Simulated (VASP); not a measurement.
# KBr (R3m) in VASP: a series of runs

KBr is run at these levels: PBE, r2SCAN, HSE06; tasks: single point.

Program: VASP 6.6.1. These are calculated values, not measurements. Logs are shortened: lines on timing, memory, paths and dates and some standing lists are left out, and cuts for length are marked.

### 1 The cell of the first run

Symmetry: R3m, No. 160, trigonal system. The conventional cell has a = 5.036 Å, b = 5.036 Å, c = 13.322 Å, α = 90.00°, β = 90.00°, γ = 120.00°. Within 4.2 Å of K (site symmetry 3m) lie 4 Br at 3.17 to 3.18 Å. Within 4.2 Å of Br (site symmetry 3m) lie 4 K at 3.17 to 3.18 Å.

### 2 Single point, PBE (epitaxial 111 strain -3.5%)

INCAR reads:

```
SYSTEM = KBr
ALGO = Normal
EDIFF = 1E-6
ENCUT = 520
GGA = PE
ISIF = 2
ISMEAR = -1
LASPH = .True.
LCHARG = .False.
LREAL = .False.
LWAVE = .False.
NBANDS = 15
NELM = 80
PREC = Accurate
SIGMA = 0.02
```

KPOINTS reads:

```
k-points
0
Gamma
  6 6 6
  0 0 0
```

POSCAR reads:

```
KBr
1.0
    0.1897883889      3.7508413424      3.7508413424
    3.7508413424      0.1897883889      3.7508413424
    3.7508413424      3.7508413424      0.1897883889
K Br
1 1
Direct
    0.0056197218      0.0056197218      0.0056197218
    0.2443802782      0.2443802782      0.2443802782
```

Potentials or basis: VASP PAW PBE potentials, release 64 (K_sv, Br).

Run with:

```
> cat potpaw_PBE.64/K_sv/POTCAR potpaw_PBE.64/Br/POTCAR > POTCAR
> mpirun -np 1 vasp_std > vasp.out
```

OUTCAR:

```text
SYSTEM = KBr
   EDIFF = 1E-6
   ENCUT = 520
   GGA = PE
   ISIF = 2
   ISMEAR = -1
   LASPH = .True.
   LREAL = .False.
   NELM = 80
   PREC = Accurate

 ion  position               nearest neighbor table
   1  0.006  0.006  0.006-   2 3.17   2 3.17   2 3.17   2 3.18
   2  0.244  0.244  0.244-   1 3.17   1 3.17   1 3.17   1 3.18

  LATTYP: Found a trigonal (rhomboedric) cell.
 ALAT       =     5.3078848126
 COS(alpha) =     0.5498949513

  Lattice vectors:

 A1 = (   0.1897883889,   3.7508413424,   3.7508413424)
 A2 = (   3.7508413424,   0.1897883889,   3.7508413424)
 A3 = (   3.7508413424,   3.7508413424,   0.1897883889)

Analysis of symmetry for initial positions (statically):
=====================================================================
 Subroutine PRICEL returns:
 Original cell was already a primitive cell.

 Routine SETGRP: Setting up the symmetry group for a
 trigonal (rhombohedral) supercell.

 Subroutine GETGRP returns: Found  6 space group operations
 (whereof  6 operations were pure point group operations)
 out of a pool of 12 trial point group operations.

The static configuration has the point symmetry C_3v.

Analysis of symmetry for dynamics (positions and initial velocities):
=====================================================================
 Subroutine PRICEL returns:
 Original cell was already a primitive cell.

 Routine SETGRP: Setting up the symmetry group for a
 trigonal (rhombohedral) supercell.

 Subroutine GETGRP returns: Found  6 space group operations
 (whereof  6 operations were pure point group operations)
 out of a pool of 12 trial point group operations.

The dynamic configuration has the point symmetry C_3v.

 Subroutine INISYM returns: Found  6 space group operations
 (whereof  6 operations are pure point group operations),
 and found     1 'primitive' translations

----------------------------------------------------------------------------------------

                                     Primitive cell

  volume of cell :      97.5363

  direct lattice vectors                    reciprocal lattice vectors
     0.189788389  3.750841342  3.750841342    -0.143872499  0.136943320  0.136943320
     3.750841342  0.189788389  3.750841342     0.136943320 -0.143872499  0.136943320
     3.750841342  3.750841342  0.189788389     0.136943320  0.136943320 -0.143872499

  length of vectors
     5.307884813  5.307884813  5.307884813     0.241259697  0.241259697  0.241259697

  position of ions in fractional coordinates (direct lattice)
     0.005619722  0.005619722  0.005619722
[... 88 lines left out ...]
   PSTRESS=    0.0 pullay stress
   NELECT =      16.0000    total number of electrons
   NUPDOWN=      -1.0000    fix difference up-down
   EMIN   =  10.00;   EMAX   =-10.00  energy-range for DOS
   EFERMI =   0.00;   METHOD = LEGACY
   ISMEAR =    -1;   SIGMA  =   0.02  broadening in eV -4-tet -1-fermi 0-gaus
   EFERMI_NEDOS =   21; number of points for ismear=-14 and -15
   IALGO  =     38    algorithm
   IMIX   =      4    mixing-type and parameters
     AMIX     =   0.40;   BMIX     =  1.00
     AMIX_MAG =   1.60;   BMIX_MAG =  1.00
  volume/ion in A,a.u.               =      48.77       329.10
  Fermi-wavevector in a.u.,A,eV,Ry     =   0.896175  1.693525 10.927237  0.803129
  Thomas-Fermi vector in A             =   2.018600
   LORBIT       =      0    0 simple, 1 ext, 2 COOP (PROOUT), +10 PAW based schemes
   GGA     = PE    functional components
   LHFCALC =     F    Hartree Fock is set to
   AEXX    =    0.0000 exact exchange contribution
   IVDW    =     0    specifies the selected vdW correction
   LEPSILON=     F    determine dielectric tensor
   LRPA    =     F    only Hartree local field effects (RPA)
 non-spin polarized calculation
  energy-cutoff  :      520.00
  volume of cell :       97.54
 maximum number of plane-waves:      2662
   NGX = 19   NGY = 19   NGZ = 19

 number of electron      15.9999999 magnetization

 Free energy of the ion-electron system (eV)
  ---------------------------------------------------
  ext. energy  EPLUGINS =         0.00000000
  ---------------------------------------------------
  free energy    TOTEN  =        -6.02215907 eV

  energy without entropy =       -6.02215907  energy(sigma->0) =       -6.02215907

 E-fermi :  -2.5479     XC(G=0):  -6.0425

 val. band max:       -2.9887159101   @ k =   0.5000   0.5000   0.5000
 cond. band min:       1.2518701765   @ k =   0.0000   0.0000   0.0000
 fundamental gap:      4.2405860866
 Fermi energy:        -2.5479310036

 k-point     1 :       0.0000    0.0000    0.0000
  band No.  band energies     occupation
      1     -30.7960      2.00000
      2     -14.9419      2.00000
      3     -14.2993      2.00000
      4     -14.2993      2.00000
      5     -14.2865      2.00000
      6      -3.1477      2.00000
      7      -3.0222      2.00000
      8      -3.0222      2.00000
      9       1.2519      0.00000
     10       5.5984      0.00000
     11       5.5984      0.00000
     12       6.5655      0.00000
     13       6.5655      0.00000
     14       6.5725      0.00000
[... 401 lines left out ...]
      2     -15.1823      2.00000
      3     -14.3213      2.00000
      4     -14.3122      2.00000
      5     -13.9956      2.00000
      6      -3.4093      2.00000
      7      -3.1914      2.00000
      8      -3.0671      2.00000
      9       3.2132      0.00000
     10       4.1711      0.00000
     11       5.9197      0.00000
     12       5.9675      0.00000
     13       6.3822      0.00000
     14       6.6498      0.00000
     15       7.2515      0.00000

 [... further k-points ...]

------------------------ aborting loop because EDIFF is reached ----------------------------------------

  FORCE on cell =-STRESS in cart. coord.  units (eV):
  Direction    XX          YY          ZZ          XY          YZ          ZX
  --------------------------------------------------------------------------------------
  -------------------------------------------------------------------------------------
  Total        0.3149922      0.3149922      0.3149922     -0.0725383     -0.0725383     -0.0725383
  in kB        5.1742107      5.1742107      5.1742107     -1.1915483     -1.1915483     -1.1915483
  external PRESSURE =       5.1742107 kB  Pullay stress =       0.0000000 kB

 VOLUME and BASIS-vectors are now :
 -----------------------------------------------------------------------------
  energy-cutoff  :      520.00
  volume of cell :       97.54
      direct lattice vectors                 reciprocal lattice vectors
     0.189788389  3.750841342  3.750841342    -0.143872499  0.136943320  0.136943320
     3.750841342  0.189788389  3.750841342     0.136943320 -0.143872499  0.136943320
     3.750841342  3.750841342  0.189788389     0.136943320  0.136943320 -0.143872499

 POSITION                                       TOTAL-FORCE (eV/Angst)
 -----------------------------------------------------------------------------------
      0.04322      0.04322      0.04322         0.000462      0.000462      0.000462
      1.87964      1.87964      1.87964        -0.000462     -0.000462     -0.000462
 -----------------------------------------------------------------------------------
    total drift:                                0.000130      0.000130      0.000130

  FREE ENERGIE OF THE ION-ELECTRON SYSTEM (eV)
  ---------------------------------------------------
  free  energy   TOTEN  =        -6.0221590742 eV

  energy  without entropy=       -6.0221590741  energy(sigma->0) =       -6.02215907
```

stdout:

```text
POSCAR found type information on POSCAR K Br
 POSCAR found :  2 types and       2 ions
 scaLAPACK will be used
 LDA part: xc-table for (Slater+PW92), standard interpolation
 POSCAR, INCAR and KPOINTS ok, starting setup
 FFT: planning ... GRIDC
 FFT: planning ... GRID_SOFT
 FFT: planning ... GRID
 WAVECAR not read
 entering main loop
```

Wall time 60 s (1 thread of Intel Xeon Platinum 8375C at 2.90GHz (Ice Lake), shared host); peak memory 0.25 GiB.

Results:

```
Free energy            : -6.0222 eV
Pressure               : 0.5 GPa
Band gap on the k mesh : 4.24 eV, indirect (least direct gap 4.27 eV)
```

Levels at points of the mesh, in eV from the valence-band top:
| k point | band 6 | band 7 | band 8 | band 9 | band 10 | band 11 |
| --- | --- | --- | --- | --- | --- | --- |
| (0.00, 0.00, 0.00) | -0.16 | -0.03 | -0.03 | 4.24 | 8.59 | 8.59 |
| (0.50, 0.00, 0.00) | -0.47 | -0.11 | -0.05 | 6.54 | 7.03 | 7.84 |
| (0.50, 0.50, 0.00) | -0.52 | -0.13 | -0.04 | 6.02 | 7.14 | 9.03 |
| (0.50, 0.50, 0.50) | -0.52 | 0.00 | 0.00 | 6.46 | 6.78 | 8.25 |

Caveat: the cell differs from its parent crystal (epitaxial 111 strain -3.5%). A k mesh can miss the band edges.

### 3 Single point, r2SCAN (epitaxial 111 strain -3.5%)

POSCAR is that of step 2.

INCAR.step1 reads:

```
ALGO = Normal ; EDIFF = 1E-4
ENCUT = 520 ; GGA = PE
ISMEAR = 0 ; LASPH = T
LCHARG = F ; LREAL = F
LWAVE = T ; NBANDS = 15
NELM = 80 ; PREC = Accurate
SIGMA = 0.01
```

INCAR.step2 reads:

```
ALGO = Normal ; EDIFF = 1E-6
ENCUT = 520 ; ISIF = 2
ISMEAR = 0 ; ISTART = 1
LASPH = T ; LCHARG = F
LMIXTAU = T ; LREAL = F
LWAVE = F ; METAGGA = R2SCAN
NBANDS = 15 ; NELM = 80
PREC = Accurate ; SIGMA = 0.01
```

KPOINTS reads:

```
k-points
0
Gamma
  6 6 6
```

Potentials or basis: VASP PAW PBE potentials, release 64 (K_sv, Br).

Run with:

```
> cat potpaw_PBE.64/K_sv/POTCAR potpaw_PBE.64/Br/POTCAR > POTCAR
> cp INCAR.step1 INCAR
> mpirun -np 1 vasp_std > vasp.out
> cp INCAR.step2 INCAR
> mpirun -np 1 vasp_std > vasp.out
```

Run time: 3.9 min. Hardware: 1 thread of Intel Xeon Platinum 8375C at 2.90GHz (Ice Lake), shared host; peak memory 0.27 GiB.

Results (log left out):

* Free energy: -22.9595 eV
* Pressure: 0.2 GPa
* Band gap on the k mesh: 4.79 eV, indirect (least direct gap 4.83 eV)

Stress tensor (GPa, compression positive):
```
 0.24 -0.12 -0.12
-0.12  0.24 -0.12
-0.12 -0.12  0.24
```

Levels at points of the mesh, in eV from the valence-band top:
```csv
k point,band 6,band 7,band 8,band 9,band 10,band 11
"(0.00, 0.00, 0.00)",-0.16,-0.03,-0.03,4.79,9.32,9.32
"(0.50, 0.00, 0.00)",-0.45,-0.11,-0.05,7.19,7.52,8.49
"(0.50, 0.50, 0.00)",-0.51,-0.13,-0.04,6.47,7.73,9.96
"(0.50, 0.50, 0.50)",-0.51,0.00,0.00,7.05,7.33,8.94
```

Caveat: the cell differs from its parent crystal (epitaxial 111 strain -3.5%); the PAW data sets were made with another functional, which shifts forces and pressure a little.

### 4 Single point, HSE06 (epitaxial 111 strain -3.5%)

POSCAR is that of step 3.

INCAR.step1 reads:

```
SYSTEM = KBr
PREC = Accurate
ENCUT = 520
EDIFF = 1E-5
ISMEAR = 0
SIGMA = 0.01
LREAL = .False.
LASPH = .True.
NELM = 100
ALGO = Normal
ISIF = 2
LWAVE = .True.
NBANDS = 15
GGA = PE
```

INCAR.step2 reads:

```
SYSTEM = KBr
PREC = Accurate
ENCUT = 520
EDIFF = 1E-6
ISMEAR = 0
SIGMA = 0.01
LREAL = .False.
LASPH = .True.
NELM = 100
ALGO = Normal
ISIF = 2
LWAVE = .False.
LCHARG = .True.
GGA = PE
LHFCALC = .True.
HFSCREEN = 0.2079
PRECFOCK = Normal
LELF = .True.
LVHAR = .True.
NBANDS = 15
ISTART = 1
```

KPOINTS reads:

```
Automatic mesh
0
Gamma
  4 4 4
  0 0 0
```

Run with:

```
> cat potpaw_PBE.64/K_sv/POTCAR potpaw_PBE.64/Br/POTCAR > POTCAR
> cp INCAR.step1 INCAR
> mpirun -np 1 vasp_std > vasp.out
> cp INCAR.step2 INCAR
> mpirun -np 1 vasp_std > vasp.out
```

Wall time 20 min (1 thread of Intel Xeon Platinum 8375C at 2.90GHz (Ice Lake), shared host); peak memory 0.35 GiB.

Results (log left out):

```yaml
Free_energy: -6.9609 eV
Pressure: 0.4 GPa
Band_gap_on_the_k_mesh: 5.35 eV, indirect (least direct gap 5.38 eV)
```

Forces on the atoms (eV/Å):
```
K   -0.001 -0.001 -0.001
Br   0.001  0.001  0.001
```

Stress tensor (GPa, compression positive):
```
 0.40 -0.13 -0.13
-0.13  0.40 -0.13
-0.13 -0.13  0.40
```

Levels at points of the mesh, in eV from the valence-band top:
```csv
k point,band 6,band 7,band 8,band 9,band 10,band 11
"(0.00, 0.00, 0.00)",-0.16,-0.03,-0.03,5.35,10.05,10.05
"(0.50, 0.00, 0.00)",-0.48,-0.11,-0.06,7.71,8.20,9.14
"(0.50, 0.50, 0.00)",-0.54,-0.14,-0.04,7.14,8.35,10.37
"(0.50, 0.50, 0.50)",-0.53,0.00,0.00,7.62,7.96,9.60
```

Caveat: the cell differs from its parent crystal (epitaxial 111 strain -3.5%); the PAW data sets were made with another functional, which shifts forces and pressure a little. A k mesh can miss the band edges.

### 5 The runs side by side

```csv
level,k mesh,smearing,grid for exact exchange (PRECFOCK),screening parameter,gap on the mesh (eV),pressure (GPa)
PBE,6 × 6 × 6,fermi-dirac 0.02 eV,-,-,4.24,0.5
r2SCAN,6 × 6 × 6,gaussian 0.01 eV,-,-,4.79,0.2
HSE06,4 × 4 × 4,gaussian 0.01 eV,Normal,0.2079 1/Å,5.35,0.4
```

Alike in all rows: task single point; potentials or basis VASP PAW PBE potentials, release 64 (K_sv, Br); no spin polarisation; cell as given; cutoff (eV) 520.

Caveats: the PAW data sets were made with another functional, which shifts forces and pressure a little (some runs).

Absolute energies hang on the potentials; compare differences alone.
